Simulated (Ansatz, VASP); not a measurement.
## TiO2: VASP beside Ansatz

```
Ti O
1.0
     4.64479    0.00000    0.00000
     0.00000    4.64479    0.00000
     0.00000    0.00000    2.96307
Ti O
2 4
Direct
  0.50000 0.50000 0.50000
  0.00000 0.00000 0.00000
  0.19480 0.80520 0.50000
  0.80520 0.19480 0.50000
  0.30520 0.30520 0.00000
  0.69480 0.69480 0.00000
```

Alike in both runs: functional PBE; k mesh 6 × 6 × 10; occupations gaussian, width 0.02 eV; no spin polarisation.

Ansatz relaxed the structure, and its values are those at the end. VASP's run is a single point on that final structure, the one shown.

```csv
,VASP,Ansatz
version,VASP 6.6.1,Ansatz 0.2.0
potentials or method,"VASP PAW PBE potentials, release 64 (Ti_sv, O), cutoff 520 eV","scalar-relativistic, plane waves, PAW"
valence electrons in the cell,48,48
```

```tsv
	VASP	Ansatz	Ansatz less VASP
gap on the k mesh at the Fermi level (eV)	1.84	1.86	+0.024
least direct gap on the mesh (eV)	1.84	1.86	+0.024
pressure (GPa)	0.6	0.0	-0.66
rms of the force components (eV/Å)	0.017	0.003	-0.0137
```
